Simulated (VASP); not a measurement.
# MoS2 (P6_3/mmc) in VASP: further runs, part 2 of 3

VASP 6.6.1.

**3. Single point, RPBE+D3(BJ)**

This run uses another cell than the first one, of 14.49 Å³/atom.

INCAR

```
SYSTEM = MoS2
ALGO = Normal ; EDIFF = 1E-6
ENCUT = 520 ; GGA = RP
ISIF = 2 ; ISMEAR = -1
IVDW = 12 ; LASPH = .True.
LCHARG = .False. ; LREAL = .False.
LWAVE = .False. ; NBANDS = 35
NELM = 60 ; PREC = Accurate
SIGMA = 0.05
```

KPOINTS

```
k-points
0
Gamma
  10 10 3
  0 0 0
```

POSCAR

```
MoS2
1.0
    2.9897557189      0.0000000000      0.0000000000
   -1.4948778595      2.5892044037      0.0000000000
    0.0000000000      0.0000000000     11.2278513751
Mo S
2 4
Direct
    0.6666666667      0.3333333333      0.7500000000
    0.3333333333      0.6666666667      0.2500000000
    0.6666666667      0.3333333333      0.3918063489
    0.3333333333      0.6666666667      0.8918063489
    0.6666666667      0.3333333333      0.1081936511
    0.3333333333      0.6666666667      0.6081936511
```

Potentials or basis: VASP PAW PBE potentials, release 64 (Mo_sv, S).

Run with:

```
cat potpaw_PBE.64/Mo_sv/POTCAR potpaw_PBE.64/S/POTCAR > POTCAR
mpirun -np 1 vasp_std > vasp.out
```

Run time: 34 s. Hardware: 1 thread of Intel Xeon 6975P-C (Granite Rapids), shared host; peak memory 0.24 GiB.

The run converged. Its results:

| Item | Value |
| --- | --- |
| Free energy | -53.5379 eV |
| Pressure | -0.4 GPa |
| Largest force | 0.034 eV/Å |
| Band gap on the k mesh | 0.25 eV (least direct gap 1.58 eV) |
| Dispersion energy per atom | -2.380 eV |

Forces on the atoms (eV/Å):
```
Mo   0.000  0.000  0.000
Mo   0.000  0.000  0.000
S    0.000  0.000 -0.034
S    0.000  0.000 -0.034
S    0.000  0.000  0.034
S    0.000  0.000  0.034
```

Stress tensor (GPa, compression positive):
```
-0.31  0.00  0.00
 0.00 -0.31  0.00
 0.00  0.00 -0.46
```

Levels at points of the mesh, in eV from the valence-band top:
```tsv
k point	band 24	band 25	band 26	band 27	band 28	band 29
(0.00, 0.00, 0.00)	-2.03	-0.72	0.00	2.11	2.11	2.22
(0.50, 0.00, 0.00)	-1.92	-1.73	-1.23	1.99	2.03	2.14
```

Caveat: the dispersion term is far too large for a dense solid, which distorts pressure and volume; the PAW data sets were made with another functional, which shifts forces and pressure a little.

**4. Single point, RPBE+D4**

This run uses another cell than the first one, of 16.70 Å³/atom.

INCAR

```
ALGO     = Normal         # electronic algorithm
EDIFF    = 1E-7           # SCF threshold, eV
ENCUT    = 520            # plane-wave cutoff, eV
GGA      = RP             # functional
ISIF     = 2              # what is computed and relaxed
ISMEAR   = -1             # smearing method
IVDW     = 13             # dispersion correction
LASPH    = T              # aspherical terms in the spheres
LCHARG   = T              # write CHGCAR
LELF     = T              # ELF
LREAL    = F              # projectors in reciprocal space
LVHAR    = T            
LWAVE    = F              # write WAVECAR
NBANDS   = 35             # bands
NELM     = 80             # most SCF steps
PREC     = Accurate       # precision mode
SIGMA    = 0.05           # smearing width, eV
```

KPOINTS

```
k-points
0
Gamma
  10 10 3
```

POSCAR

```
MoS2
1.0
    3.1316620819      0.0000000000      0.0000000000
   -1.5658310409      2.7120989190      0.0000000000
    0.0000000000      0.0000000000     11.7961080669
Mo S
2 4
Direct
    0.6666666667      0.3333333333      0.7500000000
    0.3333333333      0.6666666667      0.2500000000
    0.6666666667      0.3333333333      0.3830397505
    0.3333333333      0.6666666667      0.8830397505
    0.6666666667      0.3333333333      0.1169602495
    0.3333333333      0.6666666667      0.6169602495
```

Potentials or basis: VASP PAW PBE potentials, release 64 (Mo_sv, S).

Run with:

```
cat potpaw_PBE.64/Mo_sv/POTCAR potpaw_PBE.64/S/POTCAR > POTCAR
mpirun -np 1 vasp_std > vasp.out
```

OUTCAR:

```text
EDIFF = 1E-7
   ENCUT = 520
   GGA = RP
   ISIF = 2
   ISMEAR = -1
   IVDW = 13
   LASPH = T
   LREAL = F
   NELM = 80
   PREC = Accurate

 ion  position               nearest neighbor table
   1  0.667  0.333  0.750-   4 2.39   6 2.39   4 2.39   6 2.39   4 2.39   6 2.39
   2  0.333  0.667  0.250-   3 2.39   5 2.39   3 2.39   5 2.39   3 2.39   5 2.39
   3  0.667  0.333  0.383-   2 2.39   2 2.39   2 2.39
[... 1127 lines left out ...]
  --------------------------------------------------------------------------------------
  -------------------------------------------------------------------------------------
  Total      -0.13754    -0.13754    -0.19325    -0.00000    -0.00000     0.00000
  in kB      -2.19949    -2.19949    -3.09040    -0.00000    -0.00000     0.00000
  external pressure =       -2.50 kB  Pullay stress =        0.00 kB

 VOLUME and BASIS-vectors are now :
 -----------------------------------------------------------------------------
  energy-cutoff  :      520.00
  volume of cell :      100.19
      direct lattice vectors                 reciprocal lattice vectors
     3.131662082  0.000000000  0.000000000     0.319319254  0.184359057  0.000000000
    -1.565831041  2.712098919  0.000000000     0.000000000  0.368718115  0.000000000
     0.000000000  0.000000000 11.796108067     0.000000000  0.000000000  0.084773723

 POSITION                                       TOTAL-FORCE (eV/Angst)
 -----------------------------------------------------------------------------------
      1.56583      0.90403      8.84708        -0.000000     -0.000000     -0.000000
     -0.00000      1.80807      2.94903         0.000000      0.000000     -0.000000
      1.56583      0.90403      4.51838         0.000000     -0.000000     -0.040074
     -0.00000      1.80807     10.41643         0.000000      0.000000     -0.040074
      1.56583      0.90403      1.37968         0.000000      0.000000      0.040074
     -0.00000      1.80807      7.27773        -0.000000      0.000000      0.040074
 -----------------------------------------------------------------------------------
    total drift:                               -0.000000      0.000000     -0.000000

  FREE ENERGIE OF THE ION-ELECTRON SYSTEM (eV)
  ---------------------------------------------------
  free  energy   TOTEN  =       -46.3075396818 eV

  energy  without entropy=      -46.3075269000  energy(sigma->0) =      -46.30753329
```

stdout:

```text
POSCAR found type information on POSCAR MoS
 POSCAR found :  2 types and       6 ions
 scaLAPACK will be used
 -----------------------------------------------------------------------------
|                                                                             |
|                                                                             |
|     You enforced a specific xc type in the INCAR file but a different       |
|     I HOPE YOU KNOW WHAT YOU ARE DOING!                                     |
|                                                                             |
 -----------------------------------------------------------------------------

 LDA part: xc-table for (Slater+PW92), standard interpolation
 POSCAR, INCAR and KPOINTS ok, starting setup
 FFT: planning ... GRIDC
 FFT: planning ... GRID_SOFT
 FFT: planning ... GRID
 WAVECAR not read
 entering main loop
```

It took 45 s on 1 thread of Intel Xeon 6975P-C (Granite Rapids), shared host; peak memory 0.25 GiB.

What came out:

```
Free energy                : -46.3075 eV
Pressure                   : -0.2 GPa
Largest force              : 0.040 eV/Å
Band gap on the k mesh     : 0.73 eV (least direct gap 1.93 eV)
Dispersion energy per atom : -0.934 eV
```

Forces on the atoms (eV/Å):
```
Mo   0.000  0.000  0.000
Mo   0.000  0.000  0.000
S    0.000  0.000 -0.040
S    0.000  0.000 -0.040
S    0.000  0.000  0.040
S    0.000  0.000  0.040
```

Stress tensor (GPa, compression positive):
```
-0.22  0.00  0.00
 0.00 -0.22  0.00
 0.00  0.00 -0.31
```

Levels at points of the mesh, in eV from the valence-band top:
```csv
k point,band 24,band 25,band 26,band 27,band 28,band 29
"(0.00, 0.00, 0.00)",-1.42,-0.98,0.00,2.04,2.04,2.09
"(0.50, 0.00, 0.00)",-1.61,-1.53,-1.41,1.60,1.68,1.96
```

Caveat: the PAW data sets were made with another functional, which shifts forces and pressure a little.

**5. Relaxation of cell and atoms, RPBE+D3(BJ)**

INCAR

```
PREC = Accurate
ENCUT = 600
EDIFF = 1E-7
ISMEAR = -1
SIGMA = 0.05
LREAL = F
LASPH = T
NELM = 80
ALGO = Normal
ISIF = 3
LWAVE = F
LCHARG = F
GGA = RP
IVDW = 12
IBRION = 2
NSW = 60
EDIFFG = -0.01
```

KPOINTS

```
regular mesh
0
Gamma
  10 10 3
```

POSCAR

```
MoS2
1.0
    3.1690000000      0.0000000000      0.0000000000
   -1.5845000000      2.7444345046      0.0000000000
    0.0000000000      0.0000000000     12.3240000000
Mo S
2 4
Direct
    0.6666666667      0.3333333333      0.7500000000
    0.3333333333      0.6666666667      0.2500000000
    0.6666666667      0.3333333333      0.3770000000
    0.3333333333      0.6666666667      0.8770000000
    0.6666666667      0.3333333333      0.1230000000
    0.3333333333      0.6666666667      0.6230000000
```

Run with:

```
cat potpaw_PBE.64/Mo_sv/POTCAR potpaw_PBE.64/S/POTCAR > POTCAR
mpirun -np 1 vasp_std > vasp.out
```

Run time: 14 min. Hardware: 1 thread of Intel Xeon 6975P-C (Granite Rapids), shared host; peak memory 0.34 GiB.

It converged, with:

| Property | Result |
| --- | --- |
| Free energy | -53.5472 eV |
| Relaxed volume | 14.47 Å³/atom |
| Relaxed cell | a = 2.989 Å, b = 2.989 Å, c = 11.227 Å, α = 90.00°, β = 90.00°, γ = 120.00° |
| Space group after relaxing (to 0.1 Å) | P6_3/mmc (No. 194) |
| Energy gained by relaxing | 152.4 meV/atom |
| Ionic steps | 18 |
| Pressure after relaxing | 0.1 GPa |
| Largest force after relaxing | 0.008 eV/Å |
| Band gap on the k mesh | 0.25 eV (least direct gap 1.59 eV) |
| Dispersion energy per atom | -2.383 eV |

Forces in eV/Å, atoms in the order of the input:
```
Mo   0.000  0.000  0.000
Mo   0.000  0.000  0.000
S    0.000  0.000  0.008
S    0.000  0.000  0.008
S    0.000  0.000 -0.008
S    0.000  0.000 -0.008
```

Step by step:
```
step  energy change (eV)  largest force (eV/Å)  pressure (GPa)  volume (Å³)
   1              0.0000                0.5578          -14.94       107.18
   2              1.3436                5.3408           45.34        83.31
   3             -0.5290                1.0687           -0.65        98.04
   4             -0.5302                1.1403            0.03        97.71
   5             -0.6811                0.1343           -0.71        94.71
   6             -0.6858                0.2734           -0.66        95.16
   7             -0.7219                0.2999           -0.46        94.08
   8             -0.8230                0.3814            0.53        90.88
   9             -0.8752                0.4139            5.02        84.51
  10             -0.8921                0.4853            3.07        86.97
  11             -0.8939                0.4755            3.63        86.22
  12             -0.9085                0.2268            1.96        86.23
  13             -0.9118                0.0299            0.68        86.25
  14             -0.9118                0.0423            0.76        86.25
  15             -0.9128                0.0348            0.60        86.38
  16             -0.9141                0.0181            0.26        86.66
  17             -0.9132                0.0171           -0.38        87.24
  18             -0.9143                0.0083            0.06        86.84
```

Final structure:
```
Mo S
1.0
     2.98854    0.00000    0.00000
    -1.49427    2.58815    0.00000
     0.00000    0.00000   11.22729
Mo S
2 4
Direct
  0.66667 0.33333 0.75000
  0.33333 0.66667 0.25000
  0.66667 0.33333 0.39169
  0.33333 0.66667 0.89169
  0.66667 0.33333 0.10831
  0.33333 0.66667 0.60831
```

Levels at points of the mesh, in eV from the valence-band top:
```csv
k point,band 22,band 23,band 24,band 25,band 26,band 27,band 28,band 29,band 30,band 31
"(0.00, 0.00, 0.00)",-2.21,-2.04,-2.04,-0.73,0.00,2.12,2.12,2.22,2.22,2.32
"(0.50, 0.00, 0.00)",-3.03,-1.98,-1.92,-1.73,-1.23,1.99,2.04,2.14,2.74,2.81
```

Caveat: the volume moved by over 15 % at a fixed basis, so the end points are rough; the dispersion term is far too large for a dense solid, which distorts pressure and volume; the PAW data sets were made with another functional, which shifts forces and pressure a little.

[end of part 2 of 3]
